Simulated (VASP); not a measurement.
A run of VASP 6.6.1 is set up as follows.

File INCAR:

```
SYSTEM = SiW
PREC = Accurate
ENCUT = 600
EDIFF = 1E-6
ISMEAR = -1
SIGMA = 0.03
LREAL = .FALSE.
LASPH = .TRUE.
NELM = 60
ALGO = Normal
ISIF = 3
LWAVE = .FALSE.
LCHARG = .FALSE.
GGA = PE
IBRION = 2
NSW = 100
EDIFFG = -0.005
```

The input KPOINTS:

```
regular mesh
0
G
  11 11 11
  0 0 0
```

The input POSCAR:

```
SiW
1.0
    2.9294002053      0.0000000000      0.0000000000
    0.0000000000      2.9294002053      0.0000000000
    0.0000000000      0.0000000000      2.9294002053
W Si
1 1
Direct
    0.0000000000      0.0000000000      0.0000000000
    0.5000000000      0.5000000000      0.5000000000
```

Potentials or basis: VASP PAW PBE potentials, release 64 (W_sv, Si).

The run is started by

```sh
$ cat potpaw_PBE.64/W_sv/POTCAR potpaw_PBE.64/Si/POTCAR > POTCAR
$ mpirun -np 1 vasp_std > vasp.out
```

(1) Predict the relaxed volume.

(2) Estimate the space group after relaxing (to 0.05 Å).

Results:

(1) 14.30 Å³/atom.

(2) Pm-3m (No. 221).
